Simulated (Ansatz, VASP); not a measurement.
One calculation of Fe, two programs

The input POSCAR:

```
Fe
1.0
    0.0000000000      2.3675618875      2.3675618875
    2.3675618875      0.0000000000      2.3675618875
    2.3675618875      2.3675618875      0.0000000000
Fe
2
Direct
    1.0000000000      0.0000000000      0.0000000000
    0.5000000000      0.5000000000      0.5000000000
```

The input INCAR.step1:

```
SYSTEM = Fe
PREC = Accurate ; ENCUT = 520
ISMEAR = -1 ; SIGMA = 0.05
LREAL = .False. ; LASPH = .True.
NELM = 150 ; ISPIN = 2
MAGMOM = 2.741 -2.741 ; LMAXMIX = 4
NBANDS = 19 ; GGA = PE
ALGO = Normal ; EDIFF = 1E-4
LWAVE = .True. ; LCHARG = .False.
```

The input INCAR.step2:

```
SYSTEM = Fe
PREC = Accurate ; ENCUT = 520
EDIFF = 1E-7 ; ISMEAR = -1
SIGMA = 0.05 ; LREAL = .False.
LASPH = .True. ; NELM = 150
ALGO = Normal ; ISIF = 2
LWAVE = .False. ; LCHARG = .False.
ISPIN = 2 ; MAGMOM = 2.741 -2.741
LORBIT = 11 ; LMAXMIX = 4
METAGGA = R2SCAN ; LMIXTAU = .True.
NBANDS = 19 ; ISTART = 1
```

File KPOINTS:

```
regular mesh
0
Gamma
  13 13 13
  0 0 0
```

Input for Ansatz:

```yaml
crystal:
  lattice:
    - [0.0, 2.3675618875, 2.3675618875]
    - [2.3675618875, 0.0, 2.3675618875]
    - [2.3675618875, 2.3675618875, 0.0]
  atoms:
    - { symbol: Fe, position: [1.0, 0.0, 0.0], spin: 2.741 }
    - { symbol: Fe, position: [0.5, 0.5, 0.5], spin: -2.741 }
hamiltonian:
  xc: r2scan
  pseudopotentials:
    kind: paw
    azcp:
      Fe: "pseudopotentials/Fe.paw.azcp"
basis:
  ecutwfc: 500
  fft_grid_basis: typed
kpoints:
  mp_grid: { grid: [13, 13, 13], shift: [0, 0, 0] }
magnetization:
  spin_polarized: true
scf:
  occupations: { method: fermi_dirac, width: 0.05 }
  lower_state_search: "off"
output:
  stress: true
```

Alike in both runs: task single point; functional r2SCAN; k mesh 13 × 13 × 13; occupations fermi-dirac, width 0.05 eV; collinear spin.

|  | VASP | Ansatz |
| --- | --- | --- |
| version | VASP 6.6.1 | Ansatz 0.2.0 |
| potentials or method | VASP PAW PBE potentials, release 64 (Fe), cutoff 520 eV | plane waves (500 eV) with PAW, scalar-relativistic |
| valence electrons in the cell | 16 | 32 |

```tsv
	VASP	Ansatz	Ansatz less VASP
pressure (GPa)	9.3	9.7	+0.48
net moment per atom (μB)	0.00	0.00	0.000
size of the moment on the site where the two differ most (μB)	2.71	2.60	-0.114
```

VASP's potentials were made for PBE, not for r2SCAN. Site moments also hang on the region over which each program counts them. With one functional, cell and mesh, what is left measures potentials, basis and numerics. VASP's potentials hold 16 valence electrons a cell and Ansatz's 32, so a difference there can come from the potentials and not from the codes. Ansatz's warnings: stability check not made.
